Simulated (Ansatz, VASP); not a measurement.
# Fe: VASP beside Ansatz

```
Fe
1.0
     4.23520    0.00000    0.00000
    -2.11760    3.66779    0.00000
     0.00000    0.00000    2.40994
Fe
3
Cartesian
  0.0000 0.0000 0.0000
  0.0000 2.4452 1.2050
  2.1176 1.2226 1.2050
```

Alike in both runs: task single point; functional PBE; k mesh 10 × 10 × 15; occupations fermi-dirac, width 0.05 eV; collinear spin.

|  | VASP | Ansatz |
| --- | --- | --- |
| version | VASP 6.6.1 | Ansatz 0.2.0 |
| potentials or method | VASP PAW PBE potentials, release 64 (Fe), cutoff 520 eV | plane waves (420 eV) with PAW, scalar-relativistic |
| valence electrons in the cell | 24 | 48 |

|  | VASP | Ansatz | Ansatz less VASP |
| --- | --- | --- | --- |
| pressure (GPa) | -5.3 | -5.3 | +0.03 |
| traceless stress, the component that is largest in VASP (GPa) | -0.40 | -0.21 | +0.182 |
| net moment per atom (μB) | 2.57 | 2.56 | -0.010 |
| size of the moment on the site where the two differ most (μB) | 2.61 | 2.63 | +0.020 |

Site moments also hang on the region over which each program counts them. The functional is the same, so the differences come from potentials, cutoffs and numerics. VASP's potentials hold 24 valence electrons a cell and Ansatz's 48, so a difference there can come from the potentials and not from the codes.
